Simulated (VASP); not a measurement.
# Ga (Cmce) in VASP: single point with PBE

Aim: the single point of Ga with PBE.

All numbers are computed with VASP 6.6.1; they aren't measurements. Logs are shortened: lines on timing, memory, paths and dates and some standing lists are left out, and cuts for length are marked.

**1. The cell of the first run**

Symmetry: Cmce, No. 64, orthorhombic system. The conventional cell has a = 4.523 Å, b = 7.661 Å, c = 4.524 Å, α = 90.00°, β = 90.00°, γ = 90.00°. Within 3.3 Å of Ga (site symmetry m) lie 7 Ga at 2.50 to 2.79 Å.

**2. Single point, PBE**

The input, INCAR:

```
SYSTEM = Ga
ALGO     = Normal         ! electronic algorithm
EDIFF    = 1E-6           ! SCF threshold, eV
ENCUT    = 520            ! plane-wave cutoff, eV
GGA      = PE             ! functional
ISIF     = 2              ! what is computed and relaxed
ISMEAR   = -1             ! smearing method
LASPH    = .True.         ! aspherical terms in the spheres
LCHARG   = .True.         ! write CHGCAR
LELF     = .True.         ! ELF
LREAL    = .False.        ! projectors in reciprocal space
LVHAR    = .True.       
LWAVE    = .False.        ! write WAVECAR
NBANDS   = 34             ! bands
NELM     = 100            ! most SCF steps
PREC     = Accurate       ! precision mode
SIGMA    = 0.05           ! smearing width, eV
```

The input, KPOINTS:

```
k-points
0
Gamma
  9 9 7
  0 0 0
```

The input, POSCAR:

```
Ga
1.0
    2.2615000000     -3.8305000000      0.0000000000
    2.2615000000      3.8305000000      0.0000000000
    0.0000000000      0.0000000000      4.5240000000
Ga
4
Direct
    0.8444348044      0.1555651956      0.0819678938
    0.6555651956      0.3444348044      0.5819678938
    0.1555651956      0.8444348044      0.9180321062
    0.3444348044      0.6555651956      0.4180321062
```

Potentials or basis: VASP PAW PBE potentials, release 64 (Ga_d).

On the command line:

```bash
> cat potpaw_PBE.64/Ga_d/POTCAR > POTCAR
> mpirun -np 1 vasp_std > vasp.out
```

OUTCAR:

```text
SYSTEM = Ga
   EDIFF = 1E-6
   ENCUT = 520
   GGA = PE
   ISIF = 2
   ISMEAR = -1
   LASPH = .True.
   LREAL = .False.
   NELM = 100
   PREC = Accurate

 ion  position               nearest neighbor table
   1  0.844  0.156  0.082-   3 2.50   2 2.69   2 2.69   4 2.73   4 2.73   3 2.79   3 2.79
   2  0.656  0.344  0.582-   4 2.50   1 2.69   1 2.69   3 2.73   3 2.73   4 2.79   4 2.79
   3  0.156  0.844  0.918-   1 2.50   4 2.69   4 2.69   2 2.73   2 2.73   1 2.79   1 2.79
   4  0.344  0.656  0.418-   2 2.50   3 2.69   3 2.69   1 2.73   1 2.73   2 2.79   2 2.79

  LATTYP: Found a base centered orthorhombic cell.
 ALAT       =     4.5230000000
 B/A-ratio  =     1.6937873093
 C/A-ratio  =     1.0002210922

  Lattice vectors:

 A1 = (   2.2615000000,  -3.8305000000,   0.0000000000)
 A2 = (   2.2615000000,   3.8305000000,   0.0000000000)
 A3 = (   0.0000000000,   0.0000000000,   4.5240000000)

Analysis of symmetry for initial positions (statically):
=====================================================================
 Subroutine PRICEL returns:
 Original cell was already a primitive cell.

 Routine SETGRP: Setting up the symmetry group for a
 base centered orthorhombic supercell.

 Subroutine GETGRP returns: Found  8 space group operations
 (whereof  4 operations were pure point group operations)
 out of a pool of  8 trial point group operations.

The static configuration has the point symmetry C_2h.
 The point group associated with its full space group is D_2h.

Analysis of symmetry for dynamics (positions and initial velocities):
=====================================================================
 Subroutine PRICEL returns:
 Original cell was already a primitive cell.

 Routine SETGRP: Setting up the symmetry group for a
 base centered orthorhombic supercell.

 Subroutine GETGRP returns: Found  8 space group operations
 (whereof  4 operations were pure point group operations)
 out of a pool of  8 trial point group operations.

The dynamic configuration has the point symmetry C_2h.
 The point group associated with its full space group is D_2h.

 Subroutine INISYM returns: Found  8 space group operations
 (whereof  4 operations are pure point group operations),
 and found     1 'primitive' translations

----------------------------------------------------------------------------------------

                                     Primitive cell

  volume of cell :      78.3799

  direct lattice vectors                    reciprocal lattice vectors
     2.261500000 -3.830500000  0.000000000     0.221092195 -0.130531262  0.000000000
     2.261500000  3.830500000  0.000000000     0.221092195  0.130531262  0.000000000
     0.000000000  0.000000000  4.524000000     0.000000000  0.000000000  0.221043324

  length of vectors
     4.448270731  4.448270731  4.524000000     0.256749234  0.256749234  0.221043324

  position of ions in fractional coordinates (direct lattice)
     0.844434804  0.155565196  0.081967894
     0.655565196  0.344434804  0.581967894
     0.155565196  0.844434804  0.918032106
     0.344434804  0.655565196  0.418032106

  ion indices of the primitive-cell ions
   primitive index   ion index
                 1           1
                 2           2
                 3           3
                 4           4

----------------------------------------------------------------------------------------

 KPOINTS: k-points

Automatic generation of k-mesh.
 Grid dimensions read from file:
 generate k-points for:    9    9    7

 Generating k-lattice:

  Cartesian coordinates                     Fractional coordinates (reciprocal lattice)
     0.024565799 -0.014503474  0.000000000     0.111111111 -0.000000000  0.000000000
     0.024565799  0.014503474  0.000000000    -0.000000000  0.111111111  0.000000000
     0.000000000  0.000000000  0.031577618     0.000000000  0.000000000  0.142857143

  Length of vectors
     0.028527693  0.028527693  0.031577618

  Shift w.r.t. Gamma in fractional coordinates (k-lattice)
     0.000000000  0.000000000  0.000000000

 Subroutine IBZKPT returns following result:
 ===========================================

 Found    100 irreducible k-points:

 Following reciprocal coordinates:
            Coordinates               Weight
  0.000000  0.000000  0.000000      1.000000
  0.111111 -0.000000  0.000000      4.000000
  0.222222  0.000000  0.000000      4.000000
  0.333333  0.000000  0.000000      4.000000
  0.444444  0.000000  0.000000      4.000000
  0.111111  0.111111  0.000000      2.000000
[... 16 lines left out ...]
 -0.333333  0.333333  0.000000      2.000000
  0.444444  0.444444  0.000000      2.000000
 [... further k-points ...]
   k-points           NKPTS =    100   k-points in BZ     NKDIM =    100   number of bands    NBANDS=     34
   number of dos      NEDOS =    301   number of ions     NIONS =      4
   total plane-waves  NPLWV =  46656
   dimension x,y,z NGX =    36 NGY =   36 NGZ =   36
   dimension x,y,z NGXF=    72 NGYF=   72 NGZF=   72
   ions per type =               4
   NGX,Y,Z   is equivalent  to a cutoff of  13.45, 13.45, 13.23 a.u.
   NGXF,Y,Z  is equivalent  to a cutoff of  26.91, 26.91, 26.46 a.u.
 SYSTEM =  Ga
   PREC   = accura    normal or accurate (medium, high low for compatibility)
   ISTART =      0    job   : 0-new  1-cont  2-samecut
   ICHARG =      2    charge: 1-file 2-atom 10-const
   ISPIN  =      1    spin polarized calculation?
   LNONCOLLINEAR =      F non collinear calculations
   LSORBIT =      F    spin-orbit coupling
   LASPH  =      T    aspherical Exc in radial PAW
   ENCUT  =  520.0 eV  38.22 Ry    6.18 a.u.   8.27  8.27  8.41*2*pi/ulx,y,z
   NELM   =    100;   NELMIN=  2; NELMDL= -5     # of ELM steps
   EDIFF  = 0.1E-05   stopping-criterion for ELM
   LREAL  =      F    real-space projection
   EDIFFG = 0.1E-04   stopping-criterion for IOM
   NSW    =      0    number of steps for IOM
   IBRION =     -1    ionic relax: 0-MD 1-quasi-New 2-CG
   NFREE  =      0    steps in history (QN), initial steepest desc. (CG)
   ISIF   =      2    stress and relaxation
   ISYM   =      2    0-nonsym 1-usesym 2-fastsym
   POTIM  = 0.5000    time-step for ionic-motion
   TEBEG  =    0.0;   TEEND  =   0.0 temperature during run
   PSTRESS=    0.0 pullay stress
   NELECT =      52.0000    total number of electrons
   NUPDOWN=      -1.0000    fix difference up-down
   EMIN   =  10.00;   EMAX   =-10.00  energy-range for DOS
   EFERMI =   0.00;   METHOD = LEGACY
   ISMEAR =    -1;   SIGMA  =   0.05  broadening in eV -4-tet -1-fermi 0-gaus
   EFERMI_NEDOS =   21; number of points for ismear=-14 and -15
   IALGO  =     38    algorithm
   IMIX   =      4    mixing-type and parameters
     AMIX     =   0.40;   BMIX     =  1.00
     AMIX_MAG =   1.60;   BMIX_MAG =  1.00
  volume/ion in A,a.u.               =      19.59       132.23
  Fermi-wavevector in a.u.,A,eV,Ry     =   1.427823  2.698194 27.737908  2.038679
  Thomas-Fermi vector in A             =   2.547951
   LORBIT       =      0    0 simple, 1 ext, 2 COOP (PROOUT), +10 PAW based schemes
   GGA     = PE    functional components
[... 5 lines left out ...]
 non-spin polarized calculation
  energy-cutoff  :      520.00
  volume of cell :       78.38
 maximum number of plane-waves:      2131
 NGX is ok and might be reduce to    36
   NGX = 17   NGY = 17   NGZ = 17

 number of electron      52.0000005 magnetization

 Free energy of the ion-electron system (eV)
  ---------------------------------------------------
  ext. energy  EPLUGINS =         0.00000000
  ---------------------------------------------------
  free energy    TOTEN  =       -11.61184190 eV

  energy without entropy =      -11.60553987  energy(sigma->0) =      -11.60869089

 E-fermi :   5.0299     XC(G=0): -10.6469

 val. band max:        5.0177183550   @ k =   0.4444   0.4444   0.1429
 cond. band min:       5.0459630837   @ k =   0.1111  -0.0000   0.1429
 fundamental gap:      0.0282447286
 Fermi energy:         5.0298724203

 k-point     1 :       0.0000    0.0000    0.0000
  band No.  band energies     occupation
      1     -10.1220      2.00000
      2     -10.1166      2.00000
      3     -10.0863      2.00000
      4     -10.0676      2.00000
      5     -10.0447      2.00000
      6     -10.0222      2.00000
[... 26 lines left out ...]
     33      11.8154      0.00000
     34      12.4349      0.00000

 k-point     2 :       0.1111   -0.0000    0.0000
  band No.  band energies     occupation
      1     -10.1241      2.00000
      2     -10.1112      2.00000
      3     -10.0893      2.00000
      4     -10.0730      2.00000
      5     -10.0365      2.00000
      6     -10.0187      2.00000
[... 26 lines left out ...]
     33      11.8699      0.00000
     34      12.6207      0.00000

 k-point     3 :       0.2222    0.0000    0.0000
  band No.  band energies     occupation
      1     -10.1243      2.00000
      2     -10.0987      2.00000
      3     -10.0974      2.00000
      4     -10.0834      2.00000
      5     -10.0300      2.00000
      6      -9.9976      2.00000
[... 26 lines left out ...]
     33      11.2328      0.00000
     34      12.1152      0.00000

 k-point     4 :       0.3333    0.0000    0.0000
  band No.  band energies     occupation
      1     -10.1203      2.00000
      2     -10.1026      2.00000
      3     -10.0994      2.00000
      4     -10.0728      2.00000
      5     -10.0349      2.00000
      6     -10.0285      2.00000
[... 26 lines left out ...]
     33      10.8711      0.00000
     34      12.2690      0.00000

 k-point     5 :       0.4444    0.0000    0.0000
  band No.  band energies     occupation
      1     -10.1184      2.00000
      2     -10.1105      2.00000
      3     -10.0864      2.00000
      4     -10.0659      2.00000
      5     -10.0460      2.00000
      6     -10.0416      2.00000
[... 621 lines left out ...]
 k-point    22 :      -0.4444    0.3333    0.0000
  band No.  band energies     occupation
      1     -10.1693      2.00000
      2     -10.1340      2.00000
      3     -10.0932      2.00000
      4     -10.0675      2.00000
      5     -10.0462      2.00000
      6     -10.0276      2.00000
[... 26 lines left out ...]
     33      11.4903      0.00000
     34      13.7901      0.00000

 k-point    23 :      -0.3333    0.3333    0.0000
  band No.  band energies     occupation
      1     -10.1581      2.00000
      2     -10.1369      2.00000
      3     -10.0763      2.00000
      4     -10.0709      2.00000
      5     -10.0471      2.00000
      6     -10.0448      2.00000
[... 26 lines left out ...]
     33      10.6881      0.00000
     34      12.6461      0.00000

 k-point    24 :       0.4444    0.4444    0.0000
  band No.  band energies     occupation
      1     -10.1798      2.00000
      2     -10.1258      2.00000
      3     -10.1104      2.00000
      4     -10.0662      2.00000
      5     -10.0573      2.00000
      6     -10.0063      2.00000
[... 26 lines left out ...]
     33      11.8568      0.00000
     34      12.7780      0.00000

 [... further k-points ...]

------------------------ aborting loop because EDIFF is reached ----------------------------------------

  FORCE on cell =-STRESS in cart. coord.  units (eV):
  Direction    XX          YY          ZZ          XY          YZ          ZX
  --------------------------------------------------------------------------------------
  -------------------------------------------------------------------------------------
  Total        1.1225516      1.0346252      0.8592034      0.0000000     -0.0000000      0.0000000
  in kB       22.9462782     21.1489581     17.5631307      0.0000000     -0.0000000      0.0000000
  external PRESSURE =      20.5527890 kB  Pullay stress =       0.0000000 kB

 VOLUME and BASIS-vectors are now :
 -----------------------------------------------------------------------------
  energy-cutoff  :      520.00
  volume of cell :       78.38
      direct lattice vectors                 reciprocal lattice vectors
     2.261500000 -3.830500000  0.000000000     0.221092195 -0.130531262  0.000000000
     2.261500000  3.830500000  0.000000000     0.221092195  0.130531262  0.000000000
     0.000000000  0.000000000  4.524000000     0.000000000  0.000000000  0.221043324

 POSITION                                       TOTAL-FORCE (eV/Angst)
 -----------------------------------------------------------------------------------
      2.26150     -2.63872      0.37082         0.000000      0.012909      0.015854
      2.26150     -1.19178      2.63282         0.000000     -0.012909      0.015854
      2.26150      2.63872      4.15318         0.000000     -0.012909     -0.015854
      2.26150      1.19178      1.89118         0.000000      0.012909     -0.015854
 -----------------------------------------------------------------------------------
    total drift:                                0.000000     -0.000000      0.000000

  FREE ENERGIE OF THE ION-ELECTRON SYSTEM (eV)
  ---------------------------------------------------
  free  energy   TOTEN  =       -11.6118419035 eV

  energy  without entropy=      -11.6055398681  energy(sigma->0) =      -11.60869089
```

Run time: 4.6 min. Hardware: 1 thread of Oxide Virtual Turin-like, shared host; peak memory 0.29 GiB.

Results:

```yaml
Free_energy: -11.6118 eV
Pressure: 2.1 GPa
Largest_force: 0.020 eV/Å
Band_gap_on_the_k_mesh: zero (band 26 reaches 5.31 eV, above the bottom of band 27 at 4.39 eV)
```

Forces in eV/Å, atoms in the order of the input:
```
Ga   0.000  0.013  0.016
Ga   0.000 -0.013  0.016
Ga   0.000 -0.013 -0.016
Ga   0.000  0.013 -0.016
```

Stress tensor (GPa, compression positive):
```
2.29 0.00 0.00
0.00 2.11 0.00
0.00 0.00 1.76
```
